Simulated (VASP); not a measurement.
Input of a VASP 6.6.1 run:

Contents of INCAR:

```
SYSTEM = ZrS
PREC = Accurate
ENCUT = 520
EDIFF = 1E-6
ISMEAR = -1
SIGMA = 0.05
LREAL = .FALSE.
LASPH = .TRUE.
NELM = 60
ALGO = Normal
ISIF = 2
LWAVE = .FALSE.
LCHARG = .TRUE.
GGA = PS
LELF = .TRUE.
LVHAR = .TRUE.
NBANDS = 16
```

File KPOINTS:

```
regular mesh
0
G
  8 8 8
  0 0 0
```

Contents of POSCAR:

```
ZrS
1.0
    0.0000000000      2.6764836589      2.6764836589
    2.6764836589      0.0000000000      2.6764836589
    2.6764836589      2.6764836589      0.0000000000
Zr S
1 1
Direct
    0.0000000000      0.0000000000      0.0000000000
    0.5000000000      0.5000000000      0.5000000000
```

Potentials or basis: VASP PAW PBE potentials, release 64 (Zr_sv, S).

Launch:

```console
$ cat potpaw_PBE.64/Zr_sv/POTCAR potpaw_PBE.64/S/POTCAR > POTCAR
$ mpirun -np 1 vasp_std > vasp.out
```

Predict the band gap on the k mesh.

zero (band 9 reaches 11.24 eV, above the bottom of band 10 at 8.67 eV).

Estimate the pressure.

-12.4 GPa.

Caveat: the PAW data sets were made with another functional, which shifts forces and pressure a little.
